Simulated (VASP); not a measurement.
# Tl (Fd-3m) in VASP: single point with PBE

Aim: the single point of Tl with PBE.

Program: VASP 6.6.1. These are calculated values, not measurements. Logs are shortened: lines on timing, memory, paths and dates and some standing lists are left out, and cuts for length are marked.

### 1 The cell of the first run

The structure is cubic, space group Fd-3m (No. 227). The conventional cell has a = 7.141 Å, b = 7.141 Å, c = 7.141 Å, α = 90.00°, β = 90.00°, γ = 90.00°. Within 4.1 Å of Tl (site symmetry -43m) lie 4 Tl at 3.09 Å.

### 2 Single point, PBE

INCAR

```
PREC = Accurate ; ENCUT = 520
EDIFF = 1E-7 ; ISMEAR = -1
SIGMA = 0.13605693000000002 ; LREAL = F
LASPH = T ; NELM = 80
ALGO = Normal ; ISIF = 2
LWAVE = F ; LCHARG = F
GGA = PE ; NBANDS = 20
```

KPOINTS

```
regular mesh
0
Gamma
  8 8 8
```

POSCAR

```
Tl
1.0
    0.0000000000      3.5702538613      3.5702538613
    3.5702538613      0.0000000000      3.5702538613
    3.5702538613      3.5702538613      0.0000000000
Tl
2
Direct
    0.0000000000      0.0000000000      0.0000000000
    0.2500000000      0.2500000000      0.2500000000
```

Potentials or basis: VASP PAW PBE potentials, release 64 (Tl_d).

Started as:

```bash
$ cat potpaw_PBE.64/Tl_d/POTCAR > POTCAR
$ mpirun -np 1 vasp_std > vasp.out
```

OUTCAR:

```text
PREC = Accurate
   ENCUT = 520
   EDIFF = 1E-7
   ISMEAR = -1
   LREAL = F
   LASPH = T
   NELM = 80
   ISIF = 2
   GGA = PE

 ion  position               nearest neighbor table
   1  0.000  0.000  0.000-   2 3.09   2 3.09   2 3.09   2 3.09
   2  0.250  0.250  0.250-   1 3.09   1 3.09   1 3.09   1 3.09

  LATTYP: Found a face centered cubic cell.
 ALAT       =     7.1405077226

  Lattice vectors:

 A1 = (   0.0000000000,   3.5702538613,   3.5702538613)
 A2 = (   3.5702538613,   0.0000000000,   3.5702538613)
 A3 = (   3.5702538613,   3.5702538613,   0.0000000000)

Analysis of symmetry for initial positions (statically):
=====================================================================
 Subroutine PRICEL returns:
 Original cell was already a primitive cell.

 Routine SETGRP: Setting up the symmetry group for a
 face centered cubic supercell.

 Subroutine GETGRP returns: Found 48 space group operations
 (whereof 24 operations were pure point group operations)
 out of a pool of 48 trial point group operations.

The static configuration has the point symmetry T_d .
 The point group associated with its full space group is O_h .

Analysis of symmetry for dynamics (positions and initial velocities):
=====================================================================
 Subroutine PRICEL returns:
 Original cell was already a primitive cell.

 Routine SETGRP: Setting up the symmetry group for a
 face centered cubic supercell.

 Subroutine GETGRP returns: Found 48 space group operations
 (whereof 24 operations were pure point group operations)
 out of a pool of 48 trial point group operations.

The dynamic configuration has the point symmetry T_d .
 The point group associated with its full space group is O_h .

 Subroutine INISYM returns: Found 48 space group operations
 (whereof 24 operations are pure point group operations),
 and found     1 'primitive' translations

----------------------------------------------------------------------------------------

                                     Primitive cell

[... 74 lines left out ...]
   total plane-waves  NPLWV =  64000
   dimension x,y,z NGX =    40 NGY =   40 NGZ =   40
   dimension x,y,z NGXF=    80 NGYF=   80 NGZF=   80
   ions per type =               2
   NGX,Y,Z   is equivalent  to a cutoff of  13.17, 13.17, 13.17 a.u.
   NGXF,Y,Z  is equivalent  to a cutoff of  26.34, 26.34, 26.34 a.u.
 SYSTEM =  unknown system
   PREC   = accura    normal or accurate (medium, high low for compatibility)
   ISTART =      0    job   : 0-new  1-cont  2-samecut
   ICHARG =      2    charge: 1-file 2-atom 10-const
   ISPIN  =      1    spin polarized calculation?
   LNONCOLLINEAR =      F non collinear calculations
   LSORBIT =      F    spin-orbit coupling
   LASPH  =      T    aspherical Exc in radial PAW
   ENCUT  =  520.0 eV  38.22 Ry    6.18 a.u.   9.39  9.39  9.39*2*pi/ulx,y,z
   NELM   =     80;   NELMIN=  2; NELMDL= -5     # of ELM steps
   EDIFF  = 0.1E-06   stopping-criterion for ELM
   LREAL  =      F    real-space projection
   EDIFFG = 0.1E-05   stopping-criterion for IOM
   NSW    =      0    number of steps for IOM
   IBRION =     -1    ionic relax: 0-MD 1-quasi-New 2-CG
   NFREE  =      0    steps in history (QN), initial steepest desc. (CG)
   ISIF   =      2    stress and relaxation
   ISYM   =      2    0-nonsym 1-usesym 2-fastsym
   POTIM  = 0.5000    time-step for ionic-motion
   TEBEG  =    0.0;   TEEND  =   0.0 temperature during run
   PSTRESS=    0.0 pullay stress
   NELECT =      26.0000    total number of electrons
   NUPDOWN=      -1.0000    fix difference up-down
   EMIN   =  10.00;   EMAX   =-10.00  energy-range for DOS
   EFERMI =   0.00;   METHOD = LEGACY
   ISMEAR =    -1;   SIGMA  =   0.14  broadening in eV -4-tet -1-fermi 0-gaus
   EFERMI_NEDOS =   21; number of points for ismear=-14 and -15
   IALGO  =     38    algorithm
   IMIX   =      4    mixing-type and parameters
     AMIX     =   0.40;   BMIX     =  1.00
     AMIX_MAG =   1.60;   BMIX_MAG =  1.00
  volume/ion in A,a.u.               =      45.51       307.11
  Fermi-wavevector in a.u.,A,eV,Ry     =   1.078177  2.037460 15.816314  1.162466
  Thomas-Fermi vector in A             =   2.214109
   LORBIT       =      0    0 simple, 1 ext, 2 COOP (PROOUT), +10 PAW based schemes
   GGA     = PE    functional components
   LHFCALC =     F    Hartree Fock is set to
   AEXX    =    0.0000 exact exchange contribution
   IVDW    =     0    specifies the selected vdW correction
   LEPSILON=     F    determine dielectric tensor
   LRPA    =     F    only Hartree local field effects (RPA)
 non-spin polarized calculation
  energy-cutoff  :      520.00
  volume of cell :       91.02
 maximum number of plane-waves:      2477
 NGX is ok and might be reduce to    40
   NGX = 19   NGY = 19   NGZ = 19

 number of electron      26.0000004 magnetization

 Free energy of the ion-electron system (eV)
  ---------------------------------------------------
  ext. energy  EPLUGINS =         0.00000000
  ---------------------------------------------------
  free energy    TOTEN  =        -3.75966198 eV

  energy without entropy =       -3.64702317  energy(sigma->0) =       -3.70334257

 E-fermi :   2.6453     XC(G=0):  -7.7902

 val. band max:        2.6395461995   @ k =  -0.2500   0.1250   0.0000
 cond. band min:       2.6608253452   @ k =  -0.2500   0.3750   0.1250
 fundamental gap:      0.0212791456
 Fermi energy:         2.6452924155

 k-point     1 :       0.0000    0.0000    0.0000
  band No.  band energies     occupation
      1      -9.1577      2.00000
      2      -9.1577      2.00000
      3      -9.1577      2.00000
      4      -9.0881      2.00000
      5      -9.0881      2.00000
      6      -8.6018      2.00000
[... 541 lines left out ...]
     19      10.1344      0.00000
     20      11.1382      0.00000

 [... further k-points ...]
[... 5 lines left out ...]
  --------------------------------------------------------------------------------------
  -------------------------------------------------------------------------------------
  Total       -0.0360510     -0.0360510     -0.0360510     -0.0000000      0.0000000     -0.0000000
  in kB       -0.6346003     -0.6346003     -0.6346003     -0.0000000      0.0000000     -0.0000000
  external PRESSURE =      -0.6346003 kB  Pullay stress =       0.0000000 kB

 VOLUME and BASIS-vectors are now :
 -----------------------------------------------------------------------------
  energy-cutoff  :      520.00
  volume of cell :       91.02
      direct lattice vectors                 reciprocal lattice vectors
     0.000000000  3.570253861  3.570253861    -0.140046064  0.140046064  0.140046064
     3.570253861  0.000000000  3.570253861     0.140046064 -0.140046064  0.140046064
     3.570253861  3.570253861  0.000000000     0.140046064  0.140046064 -0.140046064

 POSITION                                       TOTAL-FORCE (eV/Angst)
 -----------------------------------------------------------------------------------
      0.00000      0.00000      0.00000        -0.000000     -0.000000     -0.000000
      1.78513      1.78513      1.78513         0.000000      0.000000      0.000000
 -----------------------------------------------------------------------------------
    total drift:                               -0.000000     -0.000000      0.000000

  FREE ENERGIE OF THE ION-ELECTRON SYSTEM (eV)
  ---------------------------------------------------
  free  energy   TOTEN  =        -3.7596619752 eV

  energy  without entropy=       -3.6470231708  energy(sigma->0) =       -3.70334257
```

OSZICAR:

```text
N       E                     dE             d eps       ncg     rms          rms(c)
DAV:   1     0.123511636037E+03    0.12351E+03   -0.13075E+04  1200   0.112E+03
DAV:   2    -0.145285046953E+01   -0.12496E+03   -0.12295E+03  1228   0.253E+02
DAV:   3    -0.375445763475E+01   -0.23016E+01   -0.22909E+01  1336   0.310E+01
DAV:   4    -0.377758143666E+01   -0.23124E-01   -0.23121E-01  1232   0.313E+00
DAV:   5    -0.377823349855E+01   -0.65206E-03   -0.65206E-03  1340   0.493E-01    0.214E+00
DAV:   6    -0.376031752999E+01    0.17916E-01   -0.42689E-02  1228   0.153E+00    0.151E+00
DAV:   7    -0.375939399764E+01    0.92353E-03   -0.18513E-02  1256   0.103E+00    0.571E-01
DAV:   8    -0.375960862615E+01   -0.21463E-03   -0.18048E-03  1196   0.264E-01    0.414E-02
DAV:   9    -0.375965028364E+01   -0.41657E-04   -0.51321E-05  1260   0.495E-02    0.296E-02
DAV:  10    -0.375966080521E+01   -0.10522E-04   -0.19540E-05  1196   0.240E-02    0.259E-03
DAV:  11    -0.375966204594E+01   -0.12407E-05   -0.18639E-06  1220   0.561E-03    0.119E-03
DAV:  12    -0.375966197524E+01    0.70698E-07   -0.62134E-08  1048   0.158E-03
   1 F= -.37596620E+01 E0= -.37033426E+01  d E =-.112639E+00
```

Wall time 40 s (1 thread of AMD EPYC 7R13 (Zen 3), shared host); peak memory 0.21 GiB.

Results:

* Free energy: -3.7597 eV
* Pressure: -0.1 GPa
* Band gap on the k mesh: zero (band 13 reaches 4.79 eV, above the bottom of band 14 at 1.85 eV)

Levels at points of the mesh, in eV from the Fermi level:
```csv
k point,band 10,band 11,band 12,band 13,band 14,band 15,band 16,band 17
"(0.00, 0.00, 0.00)",-11.19,-8.53,-1.55,2.14,2.14,2.14,3.80,3.80
"(0.50, 0.00, 0.00)",-11.14,-7.15,-4.73,0.64,0.97,0.97,4.78,4.78
"(0.50, 0.50, 0.00)",-11.10,-5.93,-5.93,-0.28,-0.28,2.15,2.15,8.39
```

Caveat: spin-orbit coupling is left out, which moves the levels of the heavy elements.
